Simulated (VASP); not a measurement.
# Sr4Ti4O11 (a cell with a defect) in VASP: relaxation of the atoms with LDA

Aim: the relaxation of the atoms of Sr4Ti4O11 (a cell with a defect) with LDA.

Everything below comes from runs of VASP 6.6.1. Logs are shortened: lines on timing, memory, paths and dates and some standing lists are left out, and cuts for length are marked.

## 1. The cell of the first run

The cell holds a defect, 19 atoms: a = 6.675 Å, b = 6.675 Å, c = 6.675 Å, α = 109.47°, β = 109.47°, γ = 109.47°.

## 2. Relaxation of the atoms, LDA (atoms taken out)

File INCAR:

```
PREC = Accurate ; ENCUT = 520
EDIFF = 1E-6 ; ISMEAR = 0
SIGMA = 0.02 ; LREAL = Auto
LASPH = True ; NELM = 60
ALGO = Normal ; ISIF = 2
LWAVE = False ; LCHARG = False
IBRION = 2 ; NSW = 80
EDIFFG = -0.02 ; NELECT = 152.0
```

File KPOINTS:

```
regular mesh
0
Gamma
  3 3 3
```

File POSCAR:

```
Sr4Ti4O11
1.0
   -3.8540230074      3.8540230074      3.8540230074
    3.8540230074     -3.8540230074      3.8540230074
    3.8540230074      3.8540230074     -3.8540230074
Sr Ti O
4 4 11
Direct
    0.0000000000      0.0000000000      0.0000000000
    0.5000000000      0.5000000000      0.0000000000
    0.5000000000      0.0000000000      0.5000000000
    0.0000000000      0.5000000000      0.5000000000
    0.5000000000      0.5000000000      0.5000000000
    0.0000000000      0.0000000000      0.5000000000
    0.0000000000      0.5000000000      0.0000000000
    0.5000000000      0.0000000000      0.0000000000
    0.2500000000      0.5000000000      0.2500000000
    0.7500000000      0.0000000000      0.2500000000
    0.7500000000      0.5000000000      0.7500000000
    0.2500000000      0.0000000000      0.7500000000
    0.7500000000      0.7500000000      0.5000000000
    0.7500000000      0.2500000000      0.0000000000
    0.2500000000      0.7500000000      0.0000000000
    0.5000000000      0.2500000000      0.2500000000
    0.0000000000      0.7500000000      0.2500000000
    0.0000000000      0.2500000000      0.7500000000
    0.5000000000      0.7500000000      0.7500000000
```

Potentials or basis: VASP PAW LDA potentials, release 64 (Sr_sv, Ti_sv, O).

Launch:

```bash
> cat potpaw_LDA.64/Sr_sv/POTCAR potpaw_LDA.64/Ti_sv/POTCAR potpaw_LDA.64/O/POTCAR > POTCAR
> mpirun -np 1 vasp_std > vasp.out
```

OUTCAR:

```text
PREC = Accurate
   ENCUT = 520
   EDIFF = 1E-6
   ISMEAR = 0
   LREAL = Auto
   LASPH = True
   NELM = 60
   ISIF = 2
   IBRION = 2
   NSW = 80
   EDIFFG = -0.02
   NELECT = 152.0

 ion  position               nearest neighbor table
   1  0.000  0.000  0.000-   9 2.73  10 2.73  12 2.73  14 2.73  15 2.73  16 2.73  17 2.73  18 2.73
                            13 2.73  11 2.73  19 2.73   8 3.34   6 3.34   5 3.34   7 3.34   6 3.34
   2  0.500  0.500  0.000-   9 2.73  10 2.73  11 2.73  13 2.73  14 2.73  15 2.73  16 2.73  17 2.73
                            19 2.73  12 2.73  18 2.73   8 3.34   5 3.34   5 3.34   8 3.34   6 3.34
   3  0.500  0.000  0.500-  10 2.73  11 2.73  12 2.73  13 2.73  14 2.73  16 2.73  18 2.73  19 2.73
                            15 2.73   9 2.73  17 2.73   8 3.34   8 3.34   5 3.34   5 3.34   6 3.34
   4  0.000  0.500  0.500-   9 2.73  11 2.73  12 2.73  13 2.73  15 2.73  17 2.73  18 2.73  19 2.73
                            14 2.73  10 2.73  16 2.73   8 3.34   7 3.34   5 3.34   6 3.34   6 3.34
   5  0.500  0.500  0.500-   9 1.93  11 1.93  13 1.93  16 1.93  19 1.93   2 3.34   3 3.34   4 3.34
                             1 3.34   2 3.34   3 3.34   4 3.34   1 3.34
   6  0.000  0.000  0.500-  10 1.93  12 1.93  13 1.93  17 1.93  18 1.93   2 3.34   3 3.34   4 3.34
                             1 3.34   1 3.34   4 3.34   3 3.34   2 3.34
   7  0.000  0.500  0.000-   9 1.93  11 1.93  14 1.93  15 1.93  17 1.93  18 1.93   3 3.34   4 3.34
                             1 3.34   2 3.34   4 3.34   1 3.34   2 3.34   3 3.34
   8  0.500  0.000  0.000-  10 1.93  12 1.93  14 1.93  15 1.93  16 1.93  19 1.93   3 3.34   4 3.34
                             1 3.34   2 3.34   3 3.34   2 3.34   1 3.34   4 3.34
   9  0.250  0.500  0.250-   5 1.93   7 1.93   4 2.73   2 2.73   3 2.73   1 2.73
  10  0.750  0.000  0.250-   6 1.93   8 1.93   4 2.73   1 2.73   3 2.73   2 2.73
  11  0.750  0.500  0.750-   5 1.93   7 1.93   4 2.73   1 2.73   2 2.73   3 2.73
  12  0.250  0.000  0.750-   6 1.93   8 1.93   3 2.73   1 2.73   2 2.73   4 2.73
  13  0.750  0.750  0.500-   5 1.93   6 1.93   4 2.73   1 2.73   3 2.73   2 2.73
  14  0.750  0.250  0.000-   7 1.93   8 1.93   4 2.73   1 2.73   2 2.73   3 2.73
  15  0.250  0.750  0.000-   7 1.93   8 1.93   3 2.73   1 2.73   2 2.73   4 2.73
  16  0.500  0.250  0.250-   5 1.93   8 1.93   4 2.73   2 2.73   3 2.73   1 2.73
  17  0.000  0.750  0.250-   6 1.93   7 1.93   4 2.73   1 2.73   3 2.73   2 2.73
  18  0.000  0.250  0.750-   6 1.93   7 1.93   4 2.73   1 2.73   2 2.73   3 2.73
  19  0.500  0.750  0.750-   5 1.93   8 1.93   3 2.73   1 2.73   2 2.73   4 2.73

  LATTYP: Found a body centered cubic cell.
 ALAT       =     7.7080460148

  Lattice vectors:

 A1 = (  -3.8540230074,   3.8540230074,   3.8540230074)
 A2 = (   3.8540230074,  -3.8540230074,   3.8540230074)
 A3 = (   3.8540230074,   3.8540230074,  -3.8540230074)

Analysis of symmetry for initial positions (statically):
=====================================================================
 Subroutine PRICEL returns:
 Original cell was already a primitive cell.

 Routine SETGRP: Setting up the symmetry group for a
 body centered cubic supercell.

 Subroutine GETGRP returns: Found 16 space group operations
 (whereof  4 operations were pure point group operations)
 out of a pool of 48 trial point group operations.

The static configuration has the point symmetry C_2v.
 The point group associated with its full space group is D_4h.

Analysis of symmetry for dynamics (positions and initial velocities):
=====================================================================
 Subroutine PRICEL returns:
 Original cell was already a primitive cell.

 Routine SETGRP: Setting up the symmetry group for a
 body centered cubic supercell.

 Subroutine GETGRP returns: Found 16 space group operations
 (whereof  4 operations were pure point group operations)
 out of a pool of 48 trial point group operations.

The dynamic configuration has the point symmetry C_2v.
 The point group associated with its full space group is D_4h.

 Subroutine INISYM returns: Found 16 space group operations
 (whereof  4 operations are pure point group operations),
 and found     1 'primitive' translations

----------------------------------------------------------------------------------------

                                     Primitive cell

  volume of cell :     228.9828

  direct lattice vectors                    reciprocal lattice vectors
    -3.854023007  3.854023007  3.854023007     0.000000000  0.129734565  0.129734565
     3.854023007 -3.854023007  3.854023007     0.129734565  0.000000000  0.129734565
     3.854023007  3.854023007 -3.854023007     0.129734565  0.129734565  0.000000000
[... 77 lines left out ...]
  0.000000  0.000000  0.333333      4.000000
  0.333333  0.333333  0.000000      8.000000
 -0.333333  0.333333  0.333333      4.000000
  0.333333  0.333333 -0.333333      2.000000
   k-points           NKPTS =      6   k-points in BZ     NKDIM =      6   number of bands    NBANDS=     91
   number of dos      NEDOS =    301   number of ions     NIONS =     19
   total plane-waves  NPLWV = 125000
   dimension x,y,z NGX =    50 NGY =   50 NGZ =   50
   dimension x,y,z NGXF=   100 NGYF=  100 NGZF=  100
   ions per type =               4   4  11
   NGX,Y,Z   is equivalent  to a cutoff of  12.45, 12.45, 12.45 a.u.
   NGXF,Y,Z  is equivalent  to a cutoff of  24.90, 24.90, 24.90 a.u.
 SYSTEM =  unknown system
   PREC   = accura    normal or accurate (medium, high low for compatibility)
   ISTART =      0    job   : 0-new  1-cont  2-samecut
   ICHARG =      2    charge: 1-file 2-atom 10-const
   ISPIN  =      1    spin polarized calculation?
   LNONCOLLINEAR =      F non collinear calculations
   LSORBIT =      F    spin-orbit coupling
   LASPH  =      T    aspherical Exc in radial PAW
   ENCUT  =  520.0 eV  38.22 Ry    6.18 a.u.  12.41 12.41 12.41*2*pi/ulx,y,z
   NELM   =     60;   NELMIN=  2; NELMDL= -5     # of ELM steps
   EDIFF  = 0.1E-05   stopping-criterion for ELM
   LREAL  =      T    real-space projection
   EDIFFG = -.2E-01   stopping-criterion for IOM
   NSW    =     80    number of steps for IOM
   IBRION =      2    ionic relax: 0-MD 1-quasi-New 2-CG
   NFREE  =      1    steps in history (QN), initial steepest desc. (CG)
   ISIF   =      2    stress and relaxation
   ISYM   =      2    0-nonsym 1-usesym 2-fastsym
   POTIM  = 0.5000    time-step for ionic-motion
   TEBEG  =    0.0;   TEEND  =   0.0 temperature during run
   PSTRESS=    0.0 pullay stress
   NELECT =     152.0000    total number of electrons
   NUPDOWN=      -1.0000    fix difference up-down
   EMIN   =  10.00;   EMAX   =-10.00  energy-range for DOS
   EFERMI =   0.00;   METHOD = LEGACY
   ISMEAR =     0;   SIGMA  =   0.02  broadening in eV -4-tet -1-fermi 0-gaus
   EFERMI_NEDOS =   21; number of points for ismear=-14 and -15
   IALGO  =     38    algorithm
   IMIX   =      4    mixing-type and parameters
     AMIX     =   0.40;   BMIX     =  1.00
     AMIX_MAG =   1.60;   BMIX_MAG =  1.00
  volume/ion in A,a.u.               =      12.05        81.33
  Fermi-wavevector in a.u.,A,eV,Ry     =   1.428088  2.698696 27.748214  2.039436
  Thomas-Fermi vector in A             =   2.548188
   LORBIT       =      0    0 simple, 1 ext, 2 COOP (PROOUT), +10 PAW based schemes
   GGA     = CA    functional components
   LHFCALC =     F    Hartree Fock is set to
   AEXX    =    0.0000 exact exchange contribution
   IVDW    =     0    specifies the selected vdW correction
   LEPSILON=     F    determine dielectric tensor
   LRPA    =     F    only Hartree local field effects (RPA)
 conjugate gradient relaxation of ions
 non-spin polarized calculation
 Gauss-broadening in eV      SIGMA  =   0.02
  energy-cutoff  :      520.00
  volume of cell :      228.98
 maximum number of plane-waves:      6190
 NGX is ok and might be reduce to    50
   NGX = 25   NGY = 25   NGZ = 25

--------------------------------------- Ionic step        1  -------------------------------------------

 number of electron     152.0000080 magnetization

 Free energy of the ion-electron system (eV)
  ---------------------------------------------------
  ext. energy  EPLUGINS =         0.00000000
  ---------------------------------------------------
  free energy    TOTEN  =      -176.47677681 eV

  energy without entropy =     -176.47677681  energy(sigma->0) =     -176.47677681

------------------------ aborting loop because EDIFF is reached ----------------------------------------

  FORCE on cell =-STRESS in cart. coord.  units (eV):
  Direction    XX          YY          ZZ          XY          YZ          ZX
  --------------------------------------------------------------------------------------
  -------------------------------------------------------------------------------------
  Total      -16.0616513    -16.0616513    -24.9911295     -0.0000000      0.0000000      0.0000000
  in kB     -112.3822892   -112.3822892   -174.8612452     -0.0000000      0.0000000      0.0000000
  external PRESSURE =    -133.2086079 kB  Pullay stress =       0.0000000 kB
[... 140 lines left out ...]
  FREE ENERGIE OF THE ION-ELECTRON SYSTEM (eV)
  ---------------------------------------------------
  free  energy   TOTEN  =      -177.6328520271 eV

  energy  without entropy=     -177.6328520271  energy(sigma->0) =     -177.63285203

[... ionic steps 4 to 10 ...]

--------------------------------------- Ionic step       11  -------------------------------------------

 number of electron     152.0000007 magnetization

------------------------ aborting loop because EDIFF is reached ----------------------------------------
[... 101 lines left out ...]
--------------------------------------- Ionic step       13  -------------------------------------------

 number of electron     152.0000005 magnetization

 Free energy of the ion-electron system (eV)
  ---------------------------------------------------
  ext. energy  EPLUGINS =         0.00000000
  ---------------------------------------------------
  free energy    TOTEN  =      -177.91757420 eV

  energy without entropy =     -177.91757420  energy(sigma->0) =     -177.91757420

 E-fermi :   4.0889     XC(G=0): -11.6650

 val. band max:        3.9955064180   @ k =   0.3333   0.3333  -0.3333
 cond. band min:       5.8072410651   @ k =   0.0000   0.0000   0.0000
 fundamental gap:      1.8117346470
 Fermi energy:         4.0888974770

 k-point     1 :       0.0000    0.0000    0.0000
  band No.  band energies     occupation
      1     -51.7488      2.00000
      2     -51.7455      2.00000
      3     -51.7389      2.00000
      4     -51.7373      2.00000
      5     -28.7190      2.00000
      6     -28.6152      2.00000
[... 535 lines left out ...]
     87       8.2673      0.00000
     88       8.2673      0.00000
 [bands above 88 left out]

------------------------ aborting loop because EDIFF is reached ----------------------------------------

  FORCE on cell =-STRESS in cart. coord.  units (eV):
  Direction    XX          YY          ZZ          XY          YZ          ZX
  --------------------------------------------------------------------------------------
  -------------------------------------------------------------------------------------
  Total      -18.2667584    -18.2667584    -18.1311395      0.0000000      0.0000000      0.0000000
  in kB     -127.8112752   -127.8112752   -126.8623587      0.0000000      0.0000000      0.0000000
  external PRESSURE =    -127.4949697 kB  Pullay stress =       0.0000000 kB
[... 34 lines left out ...]
  FREE ENERGIE OF THE ION-ELECTRON SYSTEM (eV)
  ---------------------------------------------------
  free  energy   TOTEN  =      -177.9175741963 eV

  energy  without entropy=     -177.9175741963  energy(sigma->0) =     -177.91757420

 reached required accuracy - stopping structural energy minimisation
```

Run time: 53 min. Hardware: 1 thread of Oxide Virtual Turin-like, shared host; peak memory 0.3 GiB.

Results:

- Free energy: -177.9176 eV
- Energy gained by relaxing: 75.8 meV/atom
- Ionic steps: 13
- Largest force after relaxing: 0.009 eV/Å

Forces in eV/Å, atoms in the order of the input:
```
Sr  -0.001 -0.001  0.000
Sr   0.001  0.001  0.000
Sr  -0.001  0.001  0.000
Sr   0.001 -0.001  0.000
Ti   0.000  0.000 -0.006
Ti   0.000  0.000  0.006
Ti   0.000  0.000  0.000
Ti   0.000  0.000  0.000
O    0.000  0.008  0.005
O    0.000  0.008 -0.005
O    0.000 -0.008  0.005
O    0.000 -0.008 -0.005
O    0.000  0.000  0.000
O    0.000  0.000  0.000
O    0.000  0.000  0.000
O    0.008  0.000  0.005
O    0.008  0.000 -0.005
O   -0.008  0.000 -0.005
O   -0.008  0.000  0.005
```

Step by step:
```tsv
step	energy change (eV)	largest force (eV/Å)	pressure (GPa)
1	0.0000	4.6203	-13.32
2	-0.7698	4.2541	-9.08
3	-1.1561	0.5490	-11.00
4	-1.2584	0.4231	-11.44
5	-1.3922	0.5555	-12.59
6	-1.4377	0.1170	-12.86
7	-1.4381	0.1606	-12.89
8	-1.4381	0.1763	-12.89
9	-1.4396	0.0612	-12.82
10	-1.4397	0.0656	-12.80
11	-1.4397	0.0668	-12.78
12	-1.4402	0.0491	-12.77
13	-1.4408	0.0090	-12.75
```

Final structure:
```
Sr Ti O
1.0
    -3.85402    3.85402    3.85402
     3.85402   -3.85402    3.85402
     3.85402    3.85402   -3.85402
Sr Ti O
4 4 11
Direct
  0.99819 0.99819 0.99638
  0.50181 0.50181 0.00362
  0.50181 0.99819 0.50000
  0.99819 0.50181 0.50000
  0.51412 0.51412 0.50000
  0.98588 0.98588 0.50000
  0.00000 0.50000 0.00000
  0.50000 0.00000 0.00000
  0.23556 0.47984 0.25573
  0.77589 0.02016 0.25573
  0.72411 0.47984 0.74427
  0.26444 0.02017 0.74427
  0.75000 0.75000 0.50000
  0.75000 0.25000 0.00000
  0.25000 0.75000 0.00000
  0.47984 0.23556 0.25573
  0.02016 0.77589 0.25573
  0.02017 0.26444 0.74427
  0.47984 0.72411 0.74427
```

Levels at points of the mesh, in eV from the Fermi level:
| k point | band 73 | band 74 | band 75 | band 76 | band 77 | band 78 | band 79 | band 80 |
| --- | --- | --- | --- | --- | --- | --- | --- | --- |
| (0.00, 0.00, 0.00) | -1.01 | -0.34 | -0.34 | -0.15 | 1.72 | 1.99 | 1.99 | 2.23 |

Caveat: the cell carries a net charge on a neutralising background, which shifts energy and pressure; the cell differs from its parent crystal (atoms taken out); the cell is charged against a uniform background, so pressure and absolute levels hang on convention.
